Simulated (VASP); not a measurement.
# Nb (R-3m) in VASP: relaxation of cell and atoms with PBEsol

Aim: the relaxation of cell and atoms of Nb with PBEsol.

All numbers are computed with VASP 6.6.1; they aren't measurements. Logs are shortened: lines on timing, memory, paths and dates and some standing lists are left out, and cuts for length are marked.

**1. The cell of the first run**

It takes space group R-3m (No. 166, trigonal). Conventional cell: a = 2.833 Å, b = 2.833 Å, c = 7.780 Å, α = 90.00°, β = 90.00°, γ = 120.00°. Nb (site symmetry -3m) has 12 Nb at 2.83 to 3.07 Å within 3.7 Å.

**2. Relaxation of cell and atoms, PBEsol**

INCAR reads:

```
SYSTEM = Nb
PREC = Accurate
ENCUT = 600
EDIFF = 1E-6
ISMEAR = 0
SIGMA = 0.1
LREAL = .FALSE.
LASPH = .TRUE.
NELM = 60
ALGO = Fast
ISIF = 3
LWAVE = .FALSE.
LCHARG = .FALSE.
GGA = PS
IBRION = 2
NSW = 65
EDIFFG = -0.01
```

KPOINTS reads:

```
regular mesh
0
G
  18 18 7
  0 0 0
```

POSCAR reads:

```
Nb
1.0
    2.8330000565      0.0000000000      0.0000000000
   -1.4165000282      2.4534500178      0.0000000000
    0.0000000000      0.0000000000      7.7802905120
Nb
3
Direct
    0.0000000000      0.0000000000      0.0000000000
    0.3333333333      0.6666666667      0.3333333333
    0.6666666667      0.3333333333      0.6666666667
```

Potentials or basis: VASP PAW PBE potentials, release 64 (Nb_sv).

Command:

```
cat potpaw_PBE.64/Nb_sv/POTCAR > POTCAR
mpirun -np 1 vasp_std > vasp.out
```

OUTCAR:

```text
SYSTEM = Nb
   PREC = Accurate
   ENCUT = 600
   EDIFF = 1E-6
   ISMEAR = 0
   LREAL = .FALSE.
   LASPH = .TRUE.
   NELM = 60
   ISIF = 3
   GGA = PS
   IBRION = 2
   NSW = 65
   EDIFFG = -0.01

 ion  position               nearest neighbor table
   1  0.000  0.000  0.000-
   2  0.333  0.667  0.333-
   3  0.667  0.333  0.667-

  LATTYP: Found a hexagonal cell.
 ALAT       =     2.8330000565
 C/A-ratio  =     2.7463079269

  Lattice vectors:

 A1 = (   2.8330000565,   0.0000000000,   0.0000000000)
 A2 = (  -1.4165000282,   2.4534500178,   0.0000000000)
 A3 = (   0.0000000000,   0.0000000000,   7.7802905120)

Analysis of symmetry for initial positions (statically):
=====================================================================
 Subroutine PRICEL returns following result:

  LATTYP: Found a trigonal (rhomboedric) cell.
 ALAT       =     3.0661338014
 COS(alpha) =     0.5731444182

  Lattice vectors:

 A1 = (   1.4165000281,  -0.8178166725,   2.5934301704)
 A2 = (  -0.0000000001,   1.6356333453,   2.5934301704)
 A3 = (  -1.4165000280,  -0.8178166728,   2.5934301712)

   3 primitive cells build up your supercell.

 Routine SETGRP: Setting up the symmetry group for a
 hexagonal supercell.

 Subroutine GETGRP returns: Found 12 space group operations
 (whereof 12 operations were pure point group operations)
 out of a pool of 24 trial point group operations.

The static configuration has the point symmetry D_3d.

Analysis of symmetry for dynamics (positions and initial velocities):
=====================================================================
 Subroutine PRICEL returns following result:

  LATTYP: Found a trigonal (rhomboedric) cell.
 ALAT       =     3.0661338014
 COS(alpha) =     0.5731444182

  Lattice vectors:

 A1 = (   1.4165000281,  -0.8178166725,   2.5934301704)
 A2 = (  -0.0000000001,   1.6356333453,   2.5934301704)
 A3 = (  -1.4165000280,  -0.8178166728,   2.5934301712)

   3 primitive cells build up your supercell.

 Routine SETGRP: Setting up the symmetry group for a
 hexagonal supercell.

 Subroutine GETGRP returns: Found 12 space group operations
 (whereof 12 operations were pure point group operations)
 out of a pool of 24 trial point group operations.
[... 102 lines left out ...]
   NSW    =     65    number of steps for IOM
   IBRION =      2    ionic relax: 0-MD 1-quasi-New 2-CG
   NFREE  =      1    steps in history (QN), initial steepest desc. (CG)
   ISIF   =      3    stress and relaxation
   ISYM   =      2    0-nonsym 1-usesym 2-fastsym
   POTIM  = 0.5000    time-step for ionic-motion
   TEBEG  =    0.0;   TEEND  =   0.0 temperature during run
   PSTRESS=    0.0 pullay stress
   NELECT =      39.0000    total number of electrons
   NUPDOWN=      -1.0000    fix difference up-down
   EMIN   =  10.00;   EMAX   =-10.00  energy-range for DOS
   EFERMI =   0.00;   METHOD = LEGACY
   ISMEAR =     0;   SIGMA  =   0.10  broadening in eV -4-tet -1-fermi 0-gaus
   EFERMI_NEDOS =   21; number of points for ismear=-14 and -15
   IALGO  =     68    algorithm
   IMIX   =      4    mixing-type and parameters
     AMIX     =   0.40;   BMIX     =  1.00
     AMIX_MAG =   1.60;   BMIX_MAG =  1.00
  volume/ion in A,a.u.               =      18.03       121.65
  Fermi-wavevector in a.u.,A,eV,Ry     =   1.468103  2.774312 29.324992  2.155326
  Thomas-Fermi vector in A             =   2.583641
   LORBIT       =      0    0 simple, 1 ext, 2 COOP (PROOUT), +10 PAW based schemes
   GGA     = PS    functional components
   LHFCALC =     F    Hartree Fock is set to
   AEXX    =    0.0000 exact exchange contribution
   IVDW    =     0    specifies the selected vdW correction
   LEPSILON=     F    determine dielectric tensor
   LRPA    =     F    only Hartree local field effects (RPA)
 conjugate gradient relaxation of ions
 non-spin polarized calculation
 RMM-DIIS sequential band-by-band and
 Gauss-broadening in eV      SIGMA  =   0.10
  energy-cutoff  :      600.00
  volume of cell :       54.08
 maximum number of plane-waves:      1831
 NGX is ok and might be reduce to    24
   NGX = 11   NGY = 11   NGZ = 31

--------------------------------------- Ionic step        1  -------------------------------------------

 number of electron      38.9999999 magnetization

 Free energy of the ion-electron system (eV)
  ---------------------------------------------------
  ext. energy  EPLUGINS =         0.00000000
  ---------------------------------------------------
  free energy    TOTEN  =       -31.91386976 eV

  energy without entropy =      -31.89330848  energy(sigma->0) =      -31.90358912

------------------------ aborting loop because EDIFF is reached ----------------------------------------

  FORCE on cell =-STRESS in cart. coord.  units (eV):
  Direction    XX          YY          ZZ          XY          YZ          ZX
  --------------------------------------------------------------------------------------
  -------------------------------------------------------------------------------------
  Total        0.0163261      0.0163261      0.2377936      0.0000000     -0.0000000      0.0000000
  in kB        0.4836979      0.4836979      7.0451643      0.0000000     -0.0000000      0.0000000
  external PRESSURE =       2.6708534 kB  Pullay stress =       0.0000000 kB
[... 135 lines left out ...]
--------------------------------------- Ionic step        5  -------------------------------------------

 number of electron      39.0000000 magnetization

 Free energy of the ion-electron system (eV)
  ---------------------------------------------------
  ext. energy  EPLUGINS =         0.00000000
  ---------------------------------------------------
  free energy    TOTEN  =       -31.91424404 eV

  energy without entropy =      -31.89389418  energy(sigma->0) =      -31.90406911

 E-fermi :  11.3466     XC(G=0): -12.6002

 val. band max:       11.3444866310   @ k =   0.1111  -0.0000   0.0000
 cond. band min:      11.3468156635   @ k =  -0.1667   0.3889   0.4286
 fundamental gap:      0.0023290325
 Fermi energy:        11.3466064570

 k-point     1 :       0.0000    0.0000    0.0000
  band No.  band energies     occupation
      1     -43.2621      2.00000
      2     -43.1580      2.00000
      3     -43.1580      2.00000
      4     -19.5726      2.00000
      5     -19.5726      2.00000
      6     -18.7964      2.00000
[... 613 lines left out ...]
     22      12.7569      0.00000
     23      13.6670      0.00000

 [... further k-points ...]

------------------------ aborting loop because EDIFF is reached ----------------------------------------

  FORCE on cell =-STRESS in cart. coord.  units (eV):
  Direction    XX          YY          ZZ          XY          YZ          ZX
  --------------------------------------------------------------------------------------
  -------------------------------------------------------------------------------------
  Total       -0.0013722     -0.0013722     -0.0082175     -0.0000000     -0.0000000      0.0000000
  in kB       -0.0405816     -0.0405816     -0.2430280     -0.0000000     -0.0000000      0.0000000
  external PRESSURE =      -0.1080637 kB  Pullay stress =       0.0000000 kB
[... 18 lines left out ...]
  FREE ENERGIE OF THE ION-ELECTRON SYSTEM (eV)
  ---------------------------------------------------
  free  energy   TOTEN  =       -31.9142440436 eV

  energy  without entropy=      -31.8938941774  energy(sigma->0) =      -31.90406911

 reached required accuracy - stopping structural energy minimisation
```

OSZICAR:

```text
N       E                     dE             d eps       ncg     rms          rms(c)
DAV:   1     0.565870883103E+03    0.56587E+03   -0.23492E+04 10534   0.196E+03
DAV:   2     0.121726547605E+02   -0.55370E+03   -0.54811E+03 12022   0.772E+02
DAV:   3    -0.302871934179E+02   -0.42460E+02   -0.41622E+02 20305   0.153E+02
[... 90 lines left out ...]
RMM:   3    -0.319142327964E+02    0.82329E-04   -0.32128E-04 12953   0.162E-01    0.158E-02
RMM:   4    -0.319142386593E+02   -0.58628E-05   -0.69199E-05 14215   0.739E-02    0.291E-03
RMM:   5    -0.319142417838E+02   -0.31245E-05   -0.35741E-05 13873   0.371E-02    0.178E-03
RMM:   6    -0.319142432380E+02   -0.14542E-05   -0.15836E-05 10225   0.255E-02    0.117E-03
RMM:   7    -0.319142440436E+02   -0.80564E-06   -0.92285E-06  8621   0.145E-02
   5 F= -.31914244E+02 E0= -.31904069E+02  d E =-.956807E-04
```

CONTCAR:

```text
Nb
   1.00000000000000
     2.8308822441167600   -0.0000000000000432    0.0000000000000000
    -1.4154411220084548    2.4516159384758027   -0.0000000000000000
     0.0000000000000000   -0.0000000000000000    7.8058771797939137
  Nb
     3
Direct
     0.0000000000000000    0.0000000000000000    0.0000000000000000
     0.3333333332999970    0.6666666667000030    0.3333333332999970
     0.6666666667000030    0.3333333332999970    0.6666666667000030

  0.00000000E+00  0.00000000E+00  0.00000000E+00
  0.00000000E+00  0.00000000E+00  0.00000000E+00
  0.00000000E+00  0.00000000E+00  0.00000000E+00
```

It took 14 min on 1 thread of Intel Xeon 6975P-C (Granite Rapids), shared host; peak memory 0.4 GiB.

What came out:

| Quantity | Value |
| --- | --- |
| Free energy | -31.9142 eV |
| Relaxed volume | 18.06 Å³/atom |
| Relaxed cell | a = 2.831 Å, b = 2.831 Å, c = 7.806 Å, α = 90.00°, β = 90.00°, γ = 120.00° |
| Space group after relaxing (to 0.1 Å) | R-3m (No. 166) |
| Energy gained by relaxing | 0.1 meV/atom |
| Ionic steps | 5 |
| Pressure after relaxing | 0.0 GPa |
| Band gap on the k mesh | zero (an odd number of electrons rules out a gap without spin polarisation) |

The path:
```tsv
step	energy change (eV)	largest force (eV/Å)	pressure (GPa)	volume (Å³)
1	0.0000	0.0000	0.27	54.08
2	-0.0002	0.0000	-0.45	54.31
3	-0.0003	0.0000	-0.19	54.22
4	-0.0003	0.0000	0.08	54.15
5	-0.0004	0.0000	-0.01	54.17
```

Final structure:
```yaml
crystal:
  lattice:
    - [2.83088, 0.00000, 0.00000]
    - [-1.41544, 2.45162, 0.00000]
    - [0.00000, 0.00000, 7.80588]
  atoms:
    - { symbol: Nb, position: [0.00000, 0.00000, 0.00000] }
    - { symbol: Nb, position: [0.33333, 0.66667, 0.33333] }
    - { symbol: Nb, position: [0.66667, 0.33333, 0.66667] }
```

Levels at points of the mesh, in eV from the Fermi level:
```
           k point  band 18  band 19  band 20  band 21  band 22  band 23
(0.00, 0.00, 0.00)    -0.81     0.41     0.41     0.41     0.44     0.55
(0.50, 0.00, 0.00)    -1.69     0.29     0.29     1.49     1.49     3.90
```

Caveat: the PAW data sets were made with another functional, which shifts forces and pressure a little.
